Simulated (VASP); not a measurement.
**I: single point with PBE**

Crystal: I.

```
CELL_PARAMETERS angstrom
3.11762 0.00000 0.00000
-1.55881 2.69994 0.00000
0.00000 0.00000 2.80490
ATOMIC_POSITIONS crystal
I 0.00000 0.00000 0.00000
```

| Property | Result |
| --- | --- |
| Program | VASP 6.6.1 |
| Task | single point |
| Functional | PBE |
| Potentials or basis | VASP PAW PBE potentials, release 64 (I) |
| Cutoff | 520 eV |
| k mesh | 12 × 12 × 12 |
| Occupations | fermi-dirac, width 0.08 eV |
| Spin | no spin polarisation |

The pressure is 42.4 GPa.

Stress tensor (GPa, compression positive):
```
42.33  0.00  0.00
 0.00 42.33  0.00
 0.00  0.00 42.44
```

Levels at points of the mesh, in eV from the Fermi level:
| k point | band 1 | band 2 | band 3 | band 4 | band 5 | band 6 | band 7 |
| --- | --- | --- | --- | --- | --- | --- | --- |
| (0.00, 0.00, 0.00) | -17.74 | 0.51 | 0.51 | 1.05 | 5.55 | 8.20 | 8.65 |
| (0.50, 0.00, 0.00) | -14.92 | -8.81 | -2.14 | 3.28 | 3.60 | 10.19 | 11.48 |
| (0.00, 0.00, 0.50) | -14.84 | -9.41 | 2.76 | 2.76 | 9.79 | 11.23 | 11.23 |
| (0.50, 0.00, 0.50) | -11.80 | -7.11 | -6.42 | 0.11 | 0.78 | 6.90 | 8.51 |

It took 31 s on 1 thread of AMD EPYC 7R43 64-Core Processor (Zen 3), on a shared host, peak memory 0.12 GiB.

Caveat: spin-orbit coupling is left out, which moves the levels of the heavy elements; an odd number of electrons without spin polarisation forces a metal; a magnetic or distorted state may lie lower.
